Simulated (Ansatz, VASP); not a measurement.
**HgTe: VASP beside Ansatz**

INCAR

```
PREC = Accurate
ENCUT = 500
EDIFF = 1E-7
ISMEAR = -1
SIGMA = 0.05
LREAL = False
LASPH = True
NELM = 120
ALGO = Normal
ISIF = 3
LWAVE = False
LCHARG = False
GGA = RE
IVDW = 12
IBRION = 2
NSW = 60
EDIFFG = -0.01
GGA_COMPAT = False
NELMIN = 4
```

Contents of KPOINTS:

```
regular mesh
0
Gamma
  7 7 7
```

Contents of POSCAR:

```
HgTe
1.0
    0.0000000000      3.2145000000      3.2145000000
    3.2145000000      0.0000000000      3.2145000000
    3.2145000000      3.2145000000      0.0000000000
Hg Te
1 1
Direct
    0.0000000000      0.0000000000      0.0000000000
    0.7500000000      0.7500000000      0.7500000000
```

The input input.yaml:

```yaml
crystal:
  lattice:
    - [0.0, 3.2145, 3.2145]
    - [3.2145, 0.0, 3.2145]
    - [3.2145, 3.2145, 0.0]
  atoms:
    - { symbol: Hg, position: [0.0, 0.0, 0.0] }
    - { symbol: Te, position: [0.75, 0.75, 0.75] }
hamiltonian:
  xc: revpbe
  pseudopotentials: { kind: paw }
  dispersion: d3bj
kpoints:
  mp_grid: { grid: [7, 7, 7] }
scf:
  occupations: { method: fermi_dirac, width: 0.05 }
output:
  forces: true
  stress: true
  write_density: true
  write_potential: true
  elf: true
  volumetric_format: npy
relax:
  f_tol: 0.01
  max_steps: 40
  cell: { stress_tol: 0.05 }
```

Alike in both runs: task relaxation of cell and atoms; functional revPBE; dispersion D3(BJ); k mesh 7 × 7 × 7; occupations fermi-dirac, width 0.05 eV; no spin polarisation.

|  | VASP | Ansatz |
| --- | --- | --- |
| version | VASP 6.6.1 | Ansatz 0.2.0 |
| potentials or method | VASP PAW PBE potentials, release 64 (Hg, Te) | Ansatz PAW |
| plane-wave cutoff (eV) | 500 | 420 |
| valence electrons in the cell | 18 | 36 |

Ansatz gave:

| Property | Result |
| --- | --- |
| gap on the k mesh at the Fermi level, each at its own relaxed structure (eV) | none |
| relaxed volume (Å³/atom) | 34.60 |
| relaxed cell length with the largest relative difference (Å) | 4.608 |

Problem. Which values does VASP return?

Solution. gap on the k mesh at the Fermi level, each at its own relaxed structure (eV): none; relaxed volume (Å³/atom): 34.64; relaxed cell length with the largest relative difference (Å): 4.610.

VASP's potentials were made for PBE, not for revPBE. A gap of «none» marks a metal or a gap that the smearing closes. VASP's potentials hold 18 valence electrons a cell and Ansatz's 36, so a difference there can come from the potentials and not from the codes.

Spin-orbit coupling is off throughout. Noted on Ansatz's run: the plane-wave basis is chosen anew once the cell has moved, so the energies of steps on either side of that aren't comparable.
